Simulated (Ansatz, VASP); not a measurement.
**GaAs in VASP and in Ansatz**

```xyz
2
Lattice="0.0000 2.8728 2.8728 2.8728 0.0000 2.8728 2.8728 2.8728 0.0000" Properties=species:S:1:pos:R:3 pbc="T T T"
Ga    0.0000    0.0000    0.0000
As    4.3092    4.3092    4.3092
```

Alike in both runs: functional PBE; k mesh 10 × 10 × 10; occupations gaussian, width 0.01 eV; no spin polarisation.

Ansatz relaxed the structure, and its values are those at the end. VASP's run is a single point on that final structure, the one shown.

|  | VASP | Ansatz |
| --- | --- | --- |
| version | VASP 6.6.1 | Ansatz 0.2.0 |
| potentials or method | VASP PAW PBE potentials, release 64 (Ga_d, As), cutoff 520 eV | scalar-relativistic, plane waves, PAW |
| valence electrons in the cell | 18 | 28 |

VASP gave:

| Item | Value |
| --- | --- |
| gap on the k mesh at the Fermi level (eV) | 0.16 |
| least direct gap on the mesh (eV) | 0.16 |
| pressure (GPa) | 0.2 |

Q: Estimate Ansatz's values.

A: gap on the k mesh at the Fermi level (eV): 0.16; least direct gap on the mesh (eV): 0.16; pressure (GPa): 0.0.

VASP's potentials hold 18 valence electrons a cell and Ansatz's 28, so a difference there can come from the potentials and not from the codes.
